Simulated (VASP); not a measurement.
Write the native input for VASP 6.6.1 that does the following.

* Task: single point
* Functional: LDA
* Potentials or basis: VASP PAW LDA potentials, release 64 (Sb)
* Cutoff: 520 eV
* k mesh: 12 × 12 × 12
* Occupations: gaussian, width 0.1 eV
* Spin: no spin polarisation
* Dipole correction: no
* Further INCAR settings: ALGO = Normal; EDIFF = 1e-07; NBANDS = 12

The structure of Sb lies in POSCAR:

```
Sb
1.0
    2.1468850329      1.2395046533      3.6556912569
   -2.1468850329      1.2395046533      3.6556912569
    0.0000000000     -2.4790093018      3.6556912585
Sb
2
Direct
    0.2641230966      0.2641230966      0.2641230966
    0.7358769034      0.7358769034      0.7358769034
```

One way to write it, as run:

INCAR

```
SYSTEM = Sb
PREC     = Accurate       ! precision mode
ENCUT    = 520            ! plane-wave cutoff, eV
EDIFF    = 1E-7           ! SCF threshold, eV
ISMEAR   = 0              ! smearing method
SIGMA    = 0.1            ! smearing width, eV
LREAL    = .False.        ! projectors in reciprocal space
LASPH    = .True.         ! aspherical terms in the spheres
NELM     = 60             ! most SCF steps
ALGO     = Normal         ! electronic algorithm
ISIF     = 2              ! what is computed and relaxed
LWAVE    = .False.        ! write WAVECAR
LCHARG   = .True.         ! write CHGCAR
GGA      = CA             ! functional
LELF     = .True.         ! ELF
LVHAR    = .True.       
NBANDS   = 12             ! bands
```

KPOINTS

```
regular mesh
0
Gamma
  12 12 12
  0 0 0
```

Potentials or basis: VASP PAW LDA potentials, release 64 (Sb).

Launch:

```bash
$ cat potpaw_LDA.64/Sb/POTCAR > POTCAR
$ mpirun -np 1 vasp_std > vasp.out
```

Results of the run:

| Item | Value |
| --- | --- |
| Pressure | 0.3 GPa |
| Largest force | 0.064 eV/Å |
| Band gap on the k mesh | zero (bands 5 and 6 overlap by 0.27 eV) |

Caveat: spin-orbit coupling is left out, which moves the levels of the heavy elements.

Run time: 2.6 min on 1 thread of Intel Xeon 8259CL, with other jobs on the host, peak memory 0.25 GiB.
